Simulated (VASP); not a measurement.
# Sn2F: single point with PBE

The system is Sn2F.

```
Sn F
1.0
     4.73741    0.00000    0.00000
    -2.36871    4.10272    0.00000
     0.00000    0.00000    3.29606
Sn F
2 1
Direct
  0.33333 0.66667 0.23286
  0.66667 0.33333 0.76714
  0.00000 0.00000 0.00000
```

The cell was generated, and may not be a known phase.

```yaml
Program: VASP 6.6.1
Task: single point
Functional: PBE
Potentials_or_basis: VASP PAW PBE potentials, release 64 (Sn_d, F)
Cutoff: 520 eV
k_mesh: 12 × 12 × 14
Occupations: gaussian, width 0.1 eV
Spin: no spin polarisation
Dipole_correction: no
Further_INCAR_settings: ALGO = Fast; EDIFF = 1e-06; NBANDS = 24
```

```json
{"Pressure": "-0.2 GPa", "Band gap on the k mesh": "zero (an odd number of electrons rules out a gap without spin polarisation)"}
```

Levels at points of the mesh, in eV from the Fermi level:
| k point | band 13 | band 14 | band 15 | band 16 | band 17 | band 18 | band 19 | band 20 | band 21 | band 22 |
| --- | --- | --- | --- | --- | --- | --- | --- | --- | --- | --- |
| (0.00, 0.00, 0.00) | -4.31 | -4.31 | -3.64 | -2.90 | -1.49 | -1.49 | 3.30 | 4.24 | 4.24 | 7.43 |
| (0.50, 0.00, 0.00) | -7.27 | -5.01 | -3.17 | -3.10 | -0.72 | 0.60 | 4.89 | 6.11 | 6.16 | 6.27 |
| (0.00, 0.00, 0.50) | -6.61 | -4.04 | -4.04 | -3.17 | 0.61 | 0.74 | 1.64 | 1.64 | 2.51 | 2.51 |
| (0.50, 0.00, 0.50) | -5.47 | -4.57 | -4.26 | -3.10 | -2.77 | -1.85 | 1.48 | 2.30 | 4.38 | 4.46 |

Wall time 9.1 min on 1 thread of Oxide Virtual Turin-like Processor, on a shared host, peak memory 0.37 GiB.

Caveat: spin-orbit coupling is left out, which moves the levels of the heavy elements.
